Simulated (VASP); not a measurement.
Runs of VASP 6.6.1 on Cd. The structure is that of space group Fm-3m (No. 225), or close to it. The cells are those of the table. This isn't the form of Cd at room conditions, which is hcp.

| level | cell | k mesh | gap on the mesh (eV) | pressure (GPa) |
| --- | --- | --- | --- | --- |
| PBE | a = 3.262 Å, angles 60.0°, 1 atom | 16 × 16 × 16 | none | -2.2 |
| PBE | a = 3.230, b = 3.310, c = 3.260 Å, angles 58.9, 60.1, 60.4°, 1 atom | 14 × 14 × 14 | none | -2.3 |
| PBE | a = 3.028 Å, angles 60.0°, 1 atom | 16 × 16 × 16 | none | (c) |
| PBE | a = 3.139 Å, angles 60.0°, 1 atom | 16 × 16 × 16 | none | 2.5 |
| PBE | a = 3.137 Å, angles 60.0°, 1 atom | 14 × 14 × 14 | none | (b) |
| r2SCAN | a = 3.065 Å, angles 60.0°, 1 atom | 16 × 16 × 16 | none | 4.5 |
| PBE | a = 3.186 Å, angles 60.0°, 1 atom | 16 × 16 × 16 | none | 0.3 |
| PBE | a = 3.051 Å, angles 60.0°, 1 atom | 16 × 16 × 16 | none | (a) |

Alike in all rows: task single point; potentials or basis VASP PAW PBE potentials, release 64 (Cd); no spin polarisation; cutoff (eV) 520; smearing gaussian 0.1 eV.

**Question.** Estimate the missing entries.

**Answer.** (a) 8.3; (b) 2.4; (c) 10.3.

Caveats: the cell stands under pressure (at least some runs); the PAW data sets were made with another functional, which shifts forces and pressure a little (at least some runs).

A k mesh can miss the band edges, and the runs leave out spin-orbit coupling on Cd.

A gap of «none» marks levels without a gap at the run's occupations.
